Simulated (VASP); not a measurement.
YSbI6, 8 atoms in the cell. The structure is orthorhombic, space group Cmmm (No. 65). The conventional cell has a = 7.416 Å, b = 7.642 Å, c = 10.281 Å, α = 90.00°, β = 90.00°, γ = 90.00°. Within 4.3 Å of Y (site symmetry mmm) lie 8 I at 3.29 Å and 4 Sb at 3.71 to 3.82 Å. Within 4.3 Å of Sb (site symmetry mmm) lie 8 I at 3.29 Å and 4 Y at 3.71 to 3.82 Å. I (site symmetry mmm) has 12 I at 3.71 to 4.16 Å within 4.9 Å. I (site symmetry mmm) has 12 I at 3.71 to 4.16 Å within 4.9 Å. I (site symmetry 2) has 2 Y at 3.29 Å and 2 Sb at 3.29 Å and 9 I at 3.71 to 4.16 Å within 4.3 Å. The cell was generated, and may not be a known phase.

| Quantity | Value |
| --- | --- |
| Program | VASP 6.6.1 |
| Task | single point |
| Functional | PBE |
| Potentials or basis | VASP PAW PBE potentials, release 64 (Y_sv, Sb, I) |
| Cutoff | 520 eV |
| k mesh | 4 × 4 × 2 |
| Occupations | gaussian, width 0.1 eV |
| Spin | no spin polarisation |
| Dipole correction | no |
| Further INCAR settings | ALGO = Normal; EDIFF = 1e-07; NBANDS = 39 |

Potentials or basis: VASP PAW PBE potentials, release 64 (Y_sv, Sb, I).

Command:

```bash
$ cat potpaw_PBE.64/Y_sv/POTCAR potpaw_PBE.64/Sb/POTCAR potpaw_PBE.64/I/POTCAR > POTCAR
$ mpirun -np 1 vasp_std > vasp.out
```

Hardware: 1 thread of AMD EPYC 9R45 96-Core Processor (Zen 5) (shared host).

How long does it take, and how much memory?

Run time: 2.4 min on 1 thread of AMD EPYC 9R45 96-Core Processor (Zen 5), on a shared host, peak memory 0.42 GiB. Counts: scf iterations 20, k points 14.
